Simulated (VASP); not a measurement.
# Ta4N3 (Imm2) in VASP: single point with PBEsol

Aim: the single point of Ta4N3 with PBEsol.

Everything below comes from runs of VASP 6.6.1. Logs are shortened: lines on timing, memory, paths and dates and some standing lists are left out, and cuts for length are marked.

## Step 1: The cell of the first run

Symmetry: Imm2, No. 44, orthorhombic system. Conventional cell: a = 4.357 Å, b = 4.357 Å, c = 8.545 Å, α = 90.00°, β = 90.00°, γ = 90.00°. Within 2.0 Å of Ta (site symmetry mm2) lie 1 N at 1.54 Å. Within 3.2 Å of Ta (site symmetry mm2) lie 5 N at 2.18 to 2.23 Å and 10 Ta at 2.61 to 3.12 Å. Within 2.8 Å of Ta (site symmetry mm2) lie 4 N at 2.14 to 2.18 Å. Within 3.2 Å of Ta (site symmetry mm2) lie 5 N at 2.18 to 2.23 Å and 10 Ta at 2.72 to 3.12 Å. Within 2.0 Å of N (site symmetry mm2) lie 1 Ta at 1.54 Å. N (site symmetry mm2) has 6 Ta at 2.18 to 2.26 Å within 2.9 Å. N (site symmetry mm2) has 6 Ta at 2.14 to 2.74 Å within 2.8 Å.

## Step 2: Single point, PBEsol (atom 1 (Ta) moved -0.600 Å along Cartesian [0 0 1])

INCAR reads:

```
PREC = Accurate
ENCUT = 520
EDIFF = 1E-6
ISMEAR = 0
SIGMA = 0.15
LREAL = False
LASPH = True
NELM = 80
ALGO = Normal
ISIF = 2
LWAVE = False
LCHARG = False
GGA = PS
NBANDS = 38
```

KPOINTS reads:

```
regular mesh
0
Gamma
  12 12 12
```

POSCAR reads:

```
Ta4N3
1.0
   -2.1785721926      2.1785721926      4.2726759819
    2.1785721926     -2.1785721926      4.2726759819
    2.1785721926      2.1785721926     -4.2726759819
Ta N
4 3
Direct
   -0.0702136088      0.4297863912      0.5000000000
    0.2607537444      0.2607537444      0.0000000000
    0.5000000000      0.0000000000      0.5000000000
    0.7392462556      0.7392462556      0.0000000000
    0.7500000000      0.2500000000      0.5000000000
    0.0000000000      0.0000000000      0.0000000000
    0.2500000000      0.7500000000      0.5000000000
```

Potentials or basis: VASP PAW PBE potentials, release 64 (Ta_pv, N).

Launch:

```
cat potpaw_PBE.64/Ta_pv/POTCAR potpaw_PBE.64/N/POTCAR > POTCAR
mpirun -np 1 vasp_std > vasp.out
```

OUTCAR:

```text
PREC = Accurate
   ENCUT = 520
   EDIFF = 1E-6
   ISMEAR = 0
   LREAL = False
   LASPH = True
   NELM = 80
   ISIF = 2
   GGA = PS

 ion  position               nearest neighbor table
   1  0.930  0.430  0.500-   5 1.54   6 2.26   6 2.26   2 2.61   2 2.61   4 2.72   4 2.72   3 3.14
                             3 3.14   3 3.14   3 3.14   4 3.43   4 3.43   2 3.57   2 3.57
   2  0.261  0.261  0.000-   5 2.18   7 2.18   7 2.18   5 2.18   6 2.23   1 2.61   1 2.61   3 2.99
                             3 2.99   4 3.09   4 3.09   4 3.09   4 3.09   3 3.12   3 3.12   1 3.57
   3  0.500  0.000  0.500-   5 2.14   7 2.14   6 2.18   6 2.18   4 2.99   4 2.99   2 2.99   2 2.99
                             4 3.12   2 3.12   4 3.12   2 3.12   1 3.14   1 3.14   1 3.14   1 3.14
   4  0.739  0.739  0.000-   7 2.18   5 2.18   5 2.18   7 2.18   6 2.23   1 2.72   1 2.72   3 2.99
                             3 2.99   2 3.09   2 3.09   2 3.09   2 3.09   3 3.12   3 3.12   1 3.43
   5  0.750  0.250  0.500-   1 1.54   3 2.14   2 2.18   4 2.18   2 2.18   4 2.18
   6  0.000  0.000  0.000-   3 2.18   3 2.18   4 2.23   2 2.23   1 2.26   1 2.26
   7  0.250  0.750  0.500-   3 2.14   2 2.18   4 2.18   2 2.18   4 2.18

  LATTYP: Found a body centered tetragonal cell.
 ALAT       =     4.3571443852
 C/A-ratio  =     1.9612276318

  Lattice vectors:

 A1 = (  -2.1785721926,   2.1785721926,   4.2726759819)
 A2 = (   2.1785721926,  -2.1785721926,   4.2726759819)
 A3 = (   2.1785721926,   2.1785721926,  -4.2726759819)

Analysis of symmetry for initial positions (statically):
=====================================================================
 Subroutine PRICEL returns:
 Original cell was already a primitive cell.

 Routine SETGRP: Setting up the symmetry group for a
 body centered tetragonal supercell.

 Subroutine GETGRP returns: Found  4 space group operations
 (whereof  4 operations were pure point group operations)
 out of a pool of 16 trial point group operations.

The static configuration has the point symmetry C_2v.

Analysis of symmetry for dynamics (positions and initial velocities):
=====================================================================
 Subroutine PRICEL returns:
 Original cell was already a primitive cell.

 Routine SETGRP: Setting up the symmetry group for a
 body centered tetragonal supercell.

 Subroutine GETGRP returns: Found  4 space group operations
 (whereof  4 operations were pure point group operations)
 out of a pool of 16 trial point group operations.

The dynamic configuration has the point symmetry C_2v.

 Subroutine INISYM returns: Found  4 space group operations
 (whereof  4 operations are pure point group operations),
 and found     1 'primitive' translations

----------------------------------------------------------------------------------------

                                     Primitive cell

  volume of cell :      81.1155

  direct lattice vectors                    reciprocal lattice vectors
    -2.178572193  2.178572193  4.272675982     0.000000000  0.229508116  0.117022681
     2.178572193 -2.178572193  4.272675982     0.229508116  0.000000000  0.117022681
     2.178572193  2.178572193 -4.272675982     0.229508116  0.229508116  0.000000000

  length of vectors
     5.267647828  5.267647828  5.267647828     0.257620425  0.257620425  0.324573491

  position of ions in fractional coordinates (direct lattice)
     0.929786391  0.429786391  0.500000000
     0.260753744  0.260753744  0.000000000
     0.500000000  0.000000000  0.500000000
     0.739246256  0.739246256  0.000000000
     0.750000000  0.250000000  0.500000000
     0.000000000  0.000000000  0.000000000
     0.250000000  0.750000000  0.500000000

  ion indices of the primitive-cell ions
   primitive index   ion index
                 1           1
                 2           2
                 3           3
                 4           4
                 5           5
                 6           6
                 7           7

----------------------------------------------------------------------------------------

 KPOINTS: regular mesh

Automatic generation of k-mesh.
 Grid dimensions read from file:
 generate k-points for:   12   12   12

 Generating k-lattice:

  Cartesian coordinates                     Fractional coordinates (reciprocal lattice)
     0.000000000  0.019125676  0.009751890     0.083333333  0.000000000  0.000000000
     0.019125676  0.000000000  0.009751890     0.000000000  0.083333333  0.000000000
     0.019125676  0.019125676  0.000000000     0.000000000  0.000000000  0.083333333

  Length of vectors
     0.021468369  0.021468369  0.027047791

  Shift w.r.t. Gamma in fractional coordinates (k-lattice)
     0.000000000  0.000000000  0.000000000

 Subroutine IBZKPT returns following result:
 ===========================================

 Found    280 irreducible k-points:

 Following reciprocal coordinates:
            Coordinates               Weight
  0.000000  0.000000  0.000000      1.000000
  0.083333  0.000000  0.000000      4.000000
  0.000000  0.083333  0.000000      4.000000
  0.166667  0.000000  0.000000      4.000000
  0.000000  0.166667  0.000000      4.000000
  0.250000  0.000000 -0.000000      4.000000
[... 16 lines left out ...]
  0.500000  0.083333  0.000000      8.000000
 -0.000000 -0.416667 -0.083333      8.000000
 [... further k-points ...]
   k-points           NKPTS =    280   k-points in BZ     NKDIM =    280   number of bands    NBANDS=     38
   number of dos      NEDOS =    301   number of ions     NIONS =      7
   total plane-waves  NPLWV =  64000
   dimension x,y,z NGX =    40 NGY =   40 NGZ =   40
   dimension x,y,z NGXF=    80 NGYF=   80 NGZF=   80
   ions per type =               4   3
   NGX,Y,Z   is equivalent  to a cutoff of  12.62, 12.62, 12.62 a.u.
   NGXF,Y,Z  is equivalent  to a cutoff of  25.25, 25.25, 25.25 a.u.
 SYSTEM =  unknown system
   PREC   = accura    normal or accurate (medium, high low for compatibility)
   ISTART =      0    job   : 0-new  1-cont  2-samecut
   ICHARG =      2    charge: 1-file 2-atom 10-const
   ISPIN  =      1    spin polarized calculation?
   LNONCOLLINEAR =      F non collinear calculations
   LSORBIT =      F    spin-orbit coupling
   LASPH  =      T    aspherical Exc in radial PAW
   ENCUT  =  520.0 eV  38.22 Ry    6.18 a.u.   9.79  9.79  9.79*2*pi/ulx,y,z
   NELM   =     80;   NELMIN=  2; NELMDL= -5     # of ELM steps
   EDIFF  = 0.1E-05   stopping-criterion for ELM
   LREAL  =      F    real-space projection
   EDIFFG = 0.1E-04   stopping-criterion for IOM
   NSW    =      0    number of steps for IOM
   IBRION =     -1    ionic relax: 0-MD 1-quasi-New 2-CG
   NFREE  =      0    steps in history (QN), initial steepest desc. (CG)
   ISIF   =      2    stress and relaxation
   ISYM   =      2    0-nonsym 1-usesym 2-fastsym
   POTIM  = 0.5000    time-step for ionic-motion
   TEBEG  =    0.0;   TEEND  =   0.0 temperature during run
   PSTRESS=    0.0 pullay stress
   NELECT =      59.0000    total number of electrons
   NUPDOWN=      -1.0000    fix difference up-down
   EMIN   =  10.00;   EMAX   =-10.00  energy-range for DOS
   EFERMI =   0.00;   METHOD = LEGACY
   ISMEAR =     0;   SIGMA  =   0.15  broadening in eV -4-tet -1-fermi 0-gaus
   EFERMI_NEDOS =   21; number of points for ismear=-14 and -15
   IALGO  =     38    algorithm
   IMIX   =      4    mixing-type and parameters
     AMIX     =   0.40;   BMIX     =  1.00
     AMIX_MAG =   1.60;   BMIX_MAG =  1.00
  volume/ion in A,a.u.               =      11.59        78.20
  Fermi-wavevector in a.u.,A,eV,Ry     =   1.472282  2.782209 29.492166  2.167613
  Thomas-Fermi vector in A             =   2.587315
   LORBIT       =      0    0 simple, 1 ext, 2 COOP (PROOUT), +10 PAW based schemes
   GGA     = PS    functional components
   LHFCALC =     F    Hartree Fock is set to
   AEXX    =    0.0000 exact exchange contribution
   IVDW    =     0    specifies the selected vdW correction
   LEPSILON=     F    determine dielectric tensor
   LRPA    =     F    only Hartree local field effects (RPA)
 non-spin polarized calculation
 Gauss-broadening in eV      SIGMA  =   0.15
  energy-cutoff  :      520.00
  volume of cell :       81.12
 maximum number of plane-waves:      2212
   NGX = 19   NGY = 19   NGZ = 19

 number of electron      59.0000002 magnetization

 Free energy of the ion-electron system (eV)
  ---------------------------------------------------
  ext. energy  EPLUGINS =         0.00000000
  ---------------------------------------------------
  free energy    TOTEN  =       -77.01569127 eV

  energy without entropy =      -76.99405643  energy(sigma->0) =      -77.00487385

 E-fermi :   8.1815     XC(G=0): -13.3434

 val. band max:        8.1793311510   @ k =  -0.0833   0.1667  -0.4167
 cond. band min:       8.1859614354   @ k =   0.0000  -0.1667  -0.2500
 fundamental gap:      0.0066302844
 Fermi energy:         8.1815188026

 k-point     1 :       0.0000    0.0000    0.0000
  band No.  band energies     occupation
      1     -28.3225      2.00000
      2     -27.7474      2.00000
      3     -27.7021      2.00000
      4     -27.2701      2.00000
      5     -27.2394      2.00000
      6     -27.0356      2.00000
[... 30 lines left out ...]
     37      11.7625      0.00000
     38      11.7987      0.00000

 k-point     2 :       0.0833    0.0000    0.0000
  band No.  band energies     occupation
      1     -28.3520      2.00000
      2     -27.7166      2.00000
      3     -27.6983      2.00000
      4     -27.2649      2.00000
      5     -27.2321      2.00000
      6     -27.0406      2.00000
[... 30 lines left out ...]
     37      11.8127      0.00000
     38      11.9085      0.00000

 k-point     3 :       0.0000    0.0833    0.0000
  band No.  band energies     occupation
      1     -28.3407      2.00000
      2     -27.7424      2.00000
      3     -27.6903      2.00000
      4     -27.2500      2.00000
      5     -27.2462      2.00000
      6     -27.0384      2.00000
[... 30 lines left out ...]
     37      11.6759      0.00000
     38      12.1426      0.00000

 k-point     4 :       0.1667    0.0000    0.0000
  band No.  band energies     occupation
      1     -28.4196      2.00000
      2     -27.6874      2.00000
      3     -27.6447      2.00000
      4     -27.2644      2.00000
      5     -27.2056      2.00000
      6     -27.0547      2.00000
[... 30 lines left out ...]
     37      11.8601      0.00000
     38      11.9724      0.00000
[... 703 lines left out ...]
      4     -27.3612      2.00000
      5     -27.2585      2.00000
      6     -27.1155      2.00000
[... 30 lines left out ...]
     37      11.2964      0.00000
     38      11.7746      0.00000

 k-point    23 :       0.5000    0.0833    0.0000
  band No.  band energies     occupation
      1     -28.6238      2.00000
      2     -27.6167      2.00000
      3     -27.4529      2.00000
      4     -27.2652      2.00000
      5     -27.1414      2.00000
      6     -27.1002      2.00000
[... 30 lines left out ...]
     37      11.7771      0.00000
     38      12.2099      0.00000

 k-point    24 :      -0.0000   -0.4167   -0.0833
  band No.  band energies     occupation
      1     -28.5569      2.00000
      2     -27.6102      2.00000
      3     -27.4508      2.00000
      4     -27.3652      2.00000
      5     -27.2833      2.00000
      6     -27.1155      2.00000
[... 30 lines left out ...]
     37      11.3798      0.00000
     38      11.6957      0.00000

 [... further k-points ...]
[... 5 lines left out ...]
  --------------------------------------------------------------------------------------
  -------------------------------------------------------------------------------------
  Total        4.0192595      6.3402395     48.9980861      0.0000000      0.0000000      0.0000000
  in kB       79.3876177    125.2311532    967.8004859      0.0000000      0.0000000      0.0000000
  external PRESSURE =     390.8064190 kB  Pullay stress =       0.0000000 kB

 VOLUME and BASIS-vectors are now :
 -----------------------------------------------------------------------------
  energy-cutoff  :      520.00
  volume of cell :       81.12
      direct lattice vectors                 reciprocal lattice vectors
    -2.178572193  2.178572193  4.272675982     0.000000000  0.229508116  0.117022681
     2.178572193 -2.178572193  4.272675982     0.229508116  0.000000000  0.117022681
     2.178572193  2.178572193 -4.272675982     0.229508116  0.229508116  0.000000000

 POSITION                                       TOTAL-FORCE (eV/Angst)
 -----------------------------------------------------------------------------------
      0.00000      2.17857      3.67268        -0.000000     -0.000000     33.428985
      0.00000      0.00000      2.22823        -0.000000      0.000000     -3.337791
      0.00000      2.17857      0.00000        -0.000000      0.000000     -0.600729
      0.00000      0.00000      6.31712        -0.000000      0.000000     -2.177466
      0.00000      2.17857      2.13634         0.000000     -0.000000    -25.674041
      0.00000      0.00000      0.00000        -0.000000      0.000000     -0.654451
      2.17857      0.00000      2.13634        -0.000000      0.000000     -0.984506
 -----------------------------------------------------------------------------------
    total drift:                                0.000001      0.000001      0.000190

  FREE ENERGIE OF THE ION-ELECTRON SYSTEM (eV)
  ---------------------------------------------------
  free  energy   TOTEN  =       -77.0156912711 eV

  energy  without entropy=      -76.9940564274  energy(sigma->0) =      -77.00487385
```

Wall time 8.1 min (1 thread of Intel Xeon 6975P-C (Granite Rapids), shared host); peak memory 0.72 GiB.

What came out:

* Free energy: -77.0157 eV
* Pressure: 39.1 GPa
* Largest force: 33.429 eV/Å
* Band gap on the k mesh: zero (an odd number of electrons rules out a gap without spin polarisation)

Forces on the atoms (eV/Å):
```
Ta    0.000   0.000  33.429
Ta    0.000   0.000  -3.338
Ta    0.000   0.000  -0.601
Ta    0.000   0.000  -2.177
N     0.000   0.000 -25.674
N     0.000   0.000  -0.654
N     0.000   0.000  -0.985
```

Stress tensor (GPa, compression positive):
```
 7.94  0.00  0.00
 0.00 12.52  0.00
 0.00  0.00 96.78
```

Caveat: the cell differs from its parent crystal (atom 1 (Ta) moved -0.600 Å along Cartesian [0 0 1]); atoms lie so close that the PAW spheres overlap strongly, which falsifies energies and pressures; the stress differs along the axes, from 8 to 97 GPa; the PAW data sets were made with another functional, which shifts forces and pressure a little; spin-orbit coupling is left out, which moves the levels of the heavy elements; an odd number of electrons without spin polarisation forces a metal; a magnetic or distorted state may lie lower.
